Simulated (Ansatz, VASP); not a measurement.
TiO2 in VASP and in Ansatz

```xyz
6
Lattice="4.5922 0.0000 0.0000 0.0000 4.5922 0.0000 0.0000 0.0000 2.9574" Properties=species:S:1:pos:R:3 pbc="T T T"
Ti    0.0000    0.0000    0.0000
Ti    2.2961    2.2961    1.4787
O     1.4004    1.4004    0.0000
O     0.8957    3.6965    1.4787
O     3.1918    3.1918    0.0000
O     3.6965    0.8957    1.4787
```

Alike in both runs: task relaxation of cell and atoms; functional PBEsol; k mesh 6 × 6 × 8; no spin polarisation.

|  | VASP | Ansatz |
| --- | --- | --- |
| version | VASP 6.6.1 | Ansatz 0.2.0 |
| potentials or method | VASP PAW PBE potentials, release 64 (Ti_sv, O) | PAW with Ansatz's default frozen-core files, scalar-relativistic |
| plane-wave cutoff (eV) | 600 | 420 |
| occupations | gaussian, width 0.01 eV | fixed |
| valence electrons in the cell | 48 | 48 |

|  | VASP | Ansatz | Ansatz less VASP |
| --- | --- | --- | --- |
| gap on the k mesh at the Fermi level, each at its own relaxed structure (eV) | 1.83 | 1.87 | +0.038 |
| relaxed volume (Å³/atom) | 10.34 | 10.33 | -0.015 |
| relaxed length of the cell vector where the two differ most in proportion (Å) | 2.942 | 2.939 | -0.0027 |

VASP's potentials were made for PBE, not for PBEsol.
